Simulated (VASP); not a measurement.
# MgB2 (P6/mmm) in VASP: a series of runs

The runs below take MgB2 through single point, relaxation of cell and atoms, with PBEsol.

Everything below comes from runs of VASP 6.6.1. Logs are shortened: lines on timing, memory, paths and dates and some standing lists are left out, and cuts for length are marked.

## (1) The cell of the first run

The structure is hexagonal, space group P6/mmm (No. 191). Conventional cell: a = 3.069 Å, b = 3.069 Å, c = 3.483 Å, α = 90.00°, β = 90.00°, γ = 120.00°. Mg (site symmetry 6/mmm) has 12 B at 2.48 Å and 6 Mg at 3.07 Å within 3.3 Å. B (site symmetry -6m2) has 3 B at 1.77 Å and 6 Mg at 2.48 Å within 2.5 Å.

## (2) Single point, PBEsol

INCAR reads:

```
PREC = Accurate ; ENCUT = 520
EDIFF = 1E-6 ; ISMEAR = -1
SIGMA = 0.05 ; LREAL = F
LASPH = T ; NELM = 60
ALGO = Normal ; ISIF = 2
LWAVE = F ; LCHARG = F
GGA = PS ; NBANDS = 11
```

KPOINTS reads:

```
Automatic mesh
0
Gamma
  10 10 8
```

POSCAR reads:

```
MgB2
1.0
    3.0690114709      0.0000000000      0.0000000000
   -1.5345057354      2.6578418983      0.0000000000
    0.0000000000      0.0000000000      3.4832851156
Mg B
1 2
Direct
    0.0000000000      0.0000000000      0.0000000000
    0.6666666667      0.3333333333      0.5000000000
    0.3333333333      0.6666666667      0.5000000000
```

Potentials or basis: VASP PAW PBE potentials, release 64 (Mg, B).

The run is started by

```sh
cat potpaw_PBE.64/Mg/POTCAR potpaw_PBE.64/B/POTCAR > POTCAR
mpirun -np 1 vasp_std > vasp.out
```

OUTCAR:

```text
PREC = Accurate
   ENCUT = 520
   EDIFF = 1E-6
   ISMEAR = -1
   LREAL = F
   LASPH = T
   NELM = 60
   ISIF = 2
   GGA = PS

 ion  position               nearest neighbor table
   1  0.000  0.000  0.000-   2 2.48   3 2.48   2 2.48   3 2.48   3 2.48   3 2.48   2 2.48   2 2.48
                             2 2.48   2 2.48   3 2.48   3 2.48
   2  0.667  0.333  0.500-   3 1.77   3 1.77   3 1.77   1 2.48   1 2.48   1 2.48   1 2.48   1 2.48
                             1 2.48
   3  0.333  0.667  0.500-   2 1.77   2 1.77   2 1.77   1 2.48   1 2.48   1 2.48   1 2.48   1 2.48
                             1 2.48

  LATTYP: Found a hexagonal cell.
 ALAT       =     3.0690114709
 C/A-ratio  =     1.1349860203

  Lattice vectors:

 A1 = (   3.0690114709,   0.0000000000,   0.0000000000)
 A2 = (  -1.5345057354,   2.6578418983,   0.0000000000)
 A3 = (   0.0000000000,   0.0000000000,   3.4832851156)

Analysis of symmetry for initial positions (statically):
=====================================================================
 Subroutine PRICEL returns:
 Original cell was already a primitive cell.

 Routine SETGRP: Setting up the symmetry group for a
 hexagonal supercell.

 Subroutine GETGRP returns: Found 24 space group operations
 (whereof 24 operations were pure point group operations)
 out of a pool of 24 trial point group operations.

The static configuration has the point symmetry D_6h.

Analysis of symmetry for dynamics (positions and initial velocities):
=====================================================================
 Subroutine PRICEL returns:
 Original cell was already a primitive cell.

 Routine SETGRP: Setting up the symmetry group for a
 hexagonal supercell.

 Subroutine GETGRP returns: Found 24 space group operations
 (whereof 24 operations were pure point group operations)
 out of a pool of 24 trial point group operations.

The dynamic configuration has the point symmetry D_6h.

 Subroutine INISYM returns: Found 24 space group operations
 (whereof 24 operations are pure point group operations),
 and found     1 'primitive' translations

----------------------------------------------------------------------------------------

                                     Primitive cell

  volume of cell :      28.4130

  direct lattice vectors                    reciprocal lattice vectors
     3.069011471  0.000000000  0.000000000     0.325837818  0.188122552  0.000000000
    -1.534505735  2.657841898  0.000000000     0.000000000  0.376245103  0.000000000
     0.000000000  0.000000000  3.483285116     0.000000000  0.000000000  0.287085314

  length of vectors
     3.069011471  3.069011471  3.483285116     0.376245103  0.376245103  0.287085314

  position of ions in fractional coordinates (direct lattice)
     0.000000000  0.000000000  0.000000000
     0.666666667  0.333333333  0.500000000
     0.333333333  0.666666667  0.500000000

  ion indices of the primitive-cell ions
   primitive index   ion index
                 1           1
                 2           2
                 3           3

----------------------------------------------------------------------------------------

 KPOINTS: Automatic mesh

Automatic generation of k-mesh.
 Grid dimensions read from file:
 generate k-points for:   10   10    8

 Generating k-lattice:

  Cartesian coordinates                     Fractional coordinates (reciprocal lattice)
     0.032583782  0.018812255  0.000000000     0.100000000  0.000000000  0.000000000
     0.000000000  0.037624510  0.000000000     0.000000000  0.100000000  0.000000000
     0.000000000  0.000000000  0.035885664     0.000000000  0.000000000  0.125000000

  Length of vectors
     0.037624510  0.037624510  0.035885664

  Shift w.r.t. Gamma in fractional coordinates (k-lattice)
     0.000000000  0.000000000  0.000000000

 Subroutine IBZKPT returns following result:
 ===========================================

 Found     70 irreducible k-points:

 Following reciprocal coordinates:
            Coordinates               Weight
  0.000000  0.000000  0.000000      1.000000
  0.100000  0.000000  0.000000      6.000000
  0.200000  0.000000  0.000000      6.000000
  0.300000  0.000000  0.000000      6.000000
  0.400000  0.000000  0.000000      6.000000
  0.500000  0.000000  0.000000      3.000000
[... 16 lines left out ...]
  0.300000  0.100000  0.125000     24.000000
  0.400000  0.100000  0.125000     24.000000
 [... further k-points ...]
   k-points           NKPTS =     70   k-points in BZ     NKDIM =     70   number of bands    NBANDS=     11
   number of dos      NEDOS =    301   number of ions     NIONS =      3
   total plane-waves  NPLWV =  16128
   dimension x,y,z NGX =    24 NGY =   24 NGZ =   28
   dimension x,y,z NGXF=    48 NGYF=   48 NGZF=   56
   ions per type =               1   2
   NGX,Y,Z   is equivalent  to a cutoff of  13.00, 13.00, 13.36 a.u.
   NGXF,Y,Z  is equivalent  to a cutoff of  26.00, 26.00, 26.73 a.u.
 SYSTEM =  unknown system
   PREC   = accura    normal or accurate (medium, high low for compatibility)
   ISTART =      0    job   : 0-new  1-cont  2-samecut
   ICHARG =      2    charge: 1-file 2-atom 10-const
   ISPIN  =      1    spin polarized calculation?
   LNONCOLLINEAR =      F non collinear calculations
   LSORBIT =      F    spin-orbit coupling
   LASPH  =      T    aspherical Exc in radial PAW
   ENCUT  =  520.0 eV  38.22 Ry    6.18 a.u.   5.71  5.71  6.48*2*pi/ulx,y,z
   NELM   =     60;   NELMIN=  2; NELMDL= -5     # of ELM steps
   EDIFF  = 0.1E-05   stopping-criterion for ELM
   LREAL  =      F    real-space projection
   EDIFFG = 0.1E-04   stopping-criterion for IOM
   NSW    =      0    number of steps for IOM
   IBRION =     -1    ionic relax: 0-MD 1-quasi-New 2-CG
   NFREE  =      0    steps in history (QN), initial steepest desc. (CG)
   ISIF   =      2    stress and relaxation
   ISYM   =      2    0-nonsym 1-usesym 2-fastsym
   POTIM  = 0.5000    time-step for ionic-motion
   TEBEG  =    0.0;   TEEND  =   0.0 temperature during run
   PSTRESS=    0.0 pullay stress
   NELECT =       8.0000    total number of electrons
   NUPDOWN=      -1.0000    fix difference up-down
   EMIN   =  10.00;   EMAX   =-10.00  energy-range for DOS
   EFERMI =   0.00;   METHOD = LEGACY
   ISMEAR =    -1;   SIGMA  =   0.05  broadening in eV -4-tet -1-fermi 0-gaus
   EFERMI_NEDOS =   21; number of points for ismear=-14 and -15
   IALGO  =     38    algorithm
   IMIX   =      4    mixing-type and parameters
     AMIX     =   0.40;   BMIX     =  1.00
     AMIX_MAG =   1.60;   BMIX_MAG =  1.00
  volume/ion in A,a.u.               =       9.47        63.91
  Fermi-wavevector in a.u.,A,eV,Ry     =   1.072999  2.027674 15.664749  1.151327
  Thomas-Fermi vector in A             =   2.208785
   LORBIT       =      0    0 simple, 1 ext, 2 COOP (PROOUT), +10 PAW based schemes
   GGA     = PS    functional components
   LHFCALC =     F    Hartree Fock is set to
   AEXX    =    0.0000 exact exchange contribution
   IVDW    =     0    specifies the selected vdW correction
   LEPSILON=     F    determine dielectric tensor
   LRPA    =     F    only Hartree local field effects (RPA)
 non-spin polarized calculation
  energy-cutoff  :      520.00
  volume of cell :       28.41
 maximum number of plane-waves:       781
 NGX is ok and might be reduce to    24
   NGX = 11   NGY = 11   NGZ = 13

 number of electron       8.0000000 magnetization

 Free energy of the ion-electron system (eV)
  ---------------------------------------------------
  ext. energy  EPLUGINS =         0.00000000
  ---------------------------------------------------
  free energy    TOTEN  =       -16.22384855 eV

  energy without entropy =      -16.21751662  energy(sigma->0) =      -16.22068259

 E-fermi :   5.4119     XC(G=0): -11.0800

 val. band max:        5.3826260214   @ k =   0.1000   0.0000   0.1250
 cond. band min:       5.4510224210   @ k =   0.3000   0.2000   0.0000
 fundamental gap:      0.0683963996
 Fermi energy:         5.4119397606

 k-point     1 :       0.0000    0.0000    0.0000
  band No.  band energies     occupation
      1      -7.1661      2.00000
      2       2.4426      2.00000
      3       5.7329      0.00325
      4       5.7329      0.00325
      5       7.1293      0.00000
      6      11.6766      0.00000
      7      11.6766      0.00000
      8      13.6086      0.00000
      9      15.4604      0.00000
     10      18.0738      0.00000
     11      21.6528      0.00000

 k-point     2 :       0.1000    0.0000    0.0000
  band No.  band energies     occupation
      1      -6.9908      2.00000
      2       2.6130      2.00000
      3       4.8696      1.99996
      4       5.3305      1.67181
      5       7.2810      0.00000
      6      11.5519      0.00000
      7      12.4342      0.00000
      8      13.9843      0.00000
      9      14.8427      0.00000
     10      18.9307      0.00000
     11      20.9131      0.00000

 k-point     3 :       0.2000    0.0000    0.0000
  band No.  band energies     occupation
      1      -6.4678      2.00000
      2       2.9927      2.00000
      3       3.1183      2.00000
      4       4.5314      2.00000
      5       7.7435      0.00000
      6      11.0434      0.00000
      7      13.2677      0.00000
      8      14.2753      0.00000
      9      14.6962      0.00000
     10      19.9006      0.00000
     11      20.1208      0.00000

 k-point     4 :       0.3000    0.0000    0.0000
  band No.  band energies     occupation
      1      -5.6065      2.00000
      2       0.9015      2.00000
      3       3.8006      2.00000
      4       3.9325      2.00000
      5       8.4317      0.00000
      6      10.5536      0.00000
      7      11.3025      0.00000
      8      14.4856      0.00000
      9      16.6271      0.00000
     10      18.9573      0.00000
     11      20.0843      0.00000

 k-point     5 :       0.4000    0.0000    0.0000
  band No.  band energies     occupation
      1      -4.4279      2.00000
      2      -1.0812      2.00000
      3       3.3220      2.00000
      4       4.9504      1.99980
      5       9.0408      0.00000
      6       9.4655      0.00000
      7      10.5061      0.00000
      8      13.4235      0.00000
      9      18.3219      0.00000
     10      18.7753      0.00000
     11      19.8165      0.00000
[... 211 lines left out ...]
 k-point    21 :       0.1000    0.1000    0.1250
  band No.  band energies     occupation
      1      -6.5068      2.00000
      2       1.9751      2.00000
      3       3.8065      2.00000
      4       4.5258      2.00000
      5       8.8839      0.00000
      6      11.9348      0.00000
      7      12.4214      0.00000
      8      13.4109      0.00000
      9      15.5528      0.00000
     10      18.2480      0.00000
     11      19.8597      0.00000

 k-point    22 :       0.2000    0.1000    0.1250
  band No.  band energies     occupation
      1      -5.8191      2.00000
      2       2.0322      2.00000
      3       2.6616      2.00000
      4       3.5292      2.00000
      5       9.4771      0.00000
      6      11.0014      0.00000
      7      11.9084      0.00000
      8      14.1830      0.00000
      9      16.4939      0.00000
     10      16.8278      0.00000
     11      19.9636      0.00000

 k-point    23 :       0.3000    0.1000    0.1250
  band No.  band energies     occupation
      1      -4.8044      2.00000
      2       0.0652      2.00000
      3       2.8318      2.00000
      4       3.6579      2.00000
      5       9.1058      0.00000
      6      10.3297      0.00000
      7      11.5362      0.00000
      8      14.6331      0.00000
      9      16.0488      0.00000
     10      17.4820      0.00000
     11      19.7799      0.00000

 k-point    24 :       0.4000    0.1000    0.1250
  band No.  band energies     occupation
      1      -3.5083      2.00000
      2      -1.7539      2.00000
      3       2.4984      2.00000
      4       4.7073      2.00000
      5       7.6057      0.00000
      6      10.5920      0.00000
      7      11.8731      0.00000
      8      13.8218      0.00000
      9      15.6574      0.00000
     10      18.9629      0.00000
     11      19.8732      0.00000

 [... further k-points ...]

------------------------ aborting loop because EDIFF is reached ----------------------------------------

  FORCE on cell =-STRESS in cart. coord.  units (eV):
  Direction    XX          YY          ZZ          XY          YZ          ZX
  --------------------------------------------------------------------------------------
  -------------------------------------------------------------------------------------
  Total        0.0164161      0.0164161     -0.0276669      0.0000000      0.0000000     -0.0000000
  in kB        0.9256860      0.9256860     -1.5601043      0.0000000      0.0000000     -0.0000000
  external PRESSURE =       0.0970892 kB  Pullay stress =       0.0000000 kB

 VOLUME and BASIS-vectors are now :
 -----------------------------------------------------------------------------
  energy-cutoff  :      520.00
  volume of cell :       28.41
      direct lattice vectors                 reciprocal lattice vectors
     3.069011471  0.000000000  0.000000000     0.325837818  0.188122552  0.000000000
    -1.534505735  2.657841898  0.000000000     0.000000000  0.376245103  0.000000000
     0.000000000  0.000000000  3.483285116     0.000000000  0.000000000  0.287085314

 POSITION                                       TOTAL-FORCE (eV/Angst)
 -----------------------------------------------------------------------------------
      0.00000      0.00000      0.00000        -0.000000      0.000000      0.000000
      1.53451      0.88595      1.74164        -0.000000      0.000000     -0.000000
     -0.00000      1.77189      1.74164         0.000000     -0.000000      0.000000
 -----------------------------------------------------------------------------------
    total drift:                                0.000000     -0.000000      0.000000

  FREE ENERGIE OF THE ION-ELECTRON SYSTEM (eV)
  ---------------------------------------------------
  free  energy   TOTEN  =       -16.2238485546 eV

  energy  without entropy=      -16.2175166242  energy(sigma->0) =      -16.22068259
```

It took 6.8 s on 1 thread of Intel Xeon 6975P-C (Granite Rapids), shared host; peak memory 0.15 GiB.

Results:

| Quantity | Value |
| --- | --- |
| Free energy | -16.2238 eV |
| Pressure | 0.0 GPa |
| Band gap on the k mesh | zero (bands 4 and 5 overlap by 2.56 eV) |

Levels at points of the mesh, in eV from the Fermi level:
| k point | band 2 | band 3 | band 4 | band 5 | band 6 | band 7 |
| --- | --- | --- | --- | --- | --- | --- |
| (0.00, 0.00, 0.00) | -2.97 | 0.32 | 0.32 | 1.72 | 6.26 | 6.26 |
| (0.50, 0.00, 0.00) | -7.98 | -2.25 | 0.20 | 3.11 | 3.79 | 5.42 |
| (0.00, 0.00, 0.50) | -7.59 | 0.72 | 0.72 | 6.60 | 6.60 | 7.95 |
| (0.50, 0.00, 0.50) | -7.03 | -3.70 | -1.95 | -1.40 | 5.74 | 8.84 |

Caveat: the PAW data sets were made with another functional, which shifts forces and pressure a little.

[end of part 1 of 2]
